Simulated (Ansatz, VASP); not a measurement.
## LiBr2: VASP beside Ansatz

```
Br Li
1.0
     0.00000    0.00000    7.07473
     4.77308    0.00000    0.00000
     2.38654    4.72349   -3.53737
Br Li
4 2
Direct
  0.12288 0.17713 0.24576
  0.87712 0.82287 0.75424
  0.37712 0.42289 0.75424
  0.62288 0.57711 0.24576
  0.25000 0.00000 0.00000
  0.75000 0.00000 0.00000
```

Alike in both runs: functional r2SCAN; k mesh 4 × 4 × 4; no spin polarisation.

Ansatz relaxed the structure, and its values are those at the end. VASP's run is a single point on that final structure, the one shown.

|  | VASP | Ansatz |
| --- | --- | --- |
| version | VASP 6.6.1 | Ansatz 0.2.0 |
| potentials or method | VASP PAW PBE potentials, release 64 (Br, Li_sv), cutoff 520 eV | PAW plane waves |
| occupations | fermi-dirac, width 0.1 eV | fermi-dirac |
| valence electrons in the cell | 34 | 34 |

|  | VASP | Ansatz | Ansatz less VASP |
| --- | --- | --- | --- |
| gap on the k mesh at the Fermi level (eV) | none | none | - |
| rms of the force components (eV/Å) | 0.008 | 0.001 | -0.0067 |

VASP's potentials were made for PBE, not for r2SCAN. A gap of «none» marks a metal or a gap that the smearing closes.

The k mesh is coarse, so the values compare programs but aren't converged. Noted on VASP's run: the cutoff is under 1.25 times that of the potentials, so the pressure is a little rough.
